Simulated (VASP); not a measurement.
A run of VASP 6.6.1:

Contents of INCAR:

```
PREC = Accurate ; ENCUT = 520
EDIFF = 1E-7 ; ISMEAR = -1
SIGMA = 0.02 ; LREAL = False
LASPH = True ; NELM = 60
ALGO = Normal ; ISIF = 2
LWAVE = False ; LCHARG = False
GGA = PE ; NBANDS = 12
```

Contents of KPOINTS:

```
regular mesh
0
Gamma
  10 10 10
```

The input POSCAR:

```
LiF
1.0
    2.4188792420      0.0000000000      0.0000000000
    0.0000000000      2.5162584438      0.0000000000
    0.0000000000      0.0000000000      2.5162584438
Li F
1 1
Direct
    0.0000000000      0.0000000000      0.0000000000
    0.5000000000      0.5000000000      0.5000000000
```

Potentials or basis: VASP PAW PBE potentials, release 64 (Li_sv, F).

The run is started by

```sh
$ cat potpaw_PBE.64/Li_sv/POTCAR potpaw_PBE.64/F/POTCAR > POTCAR
$ mpirun -np 1 vasp_std > vasp.out
```

Hardware: 1 thread of Intel(R) Xeon(R) Platinum 8488C (Sapphire Rapids), on a shared host.

Question: How long does it take, and how much memory?

Answer: It took 12 s on 1 thread of Intel(R) Xeon(R) Platinum 8488C (Sapphire Rapids), with other jobs on the host, peak memory 0.13 GiB. Counts: scf iterations 12, k points 126.
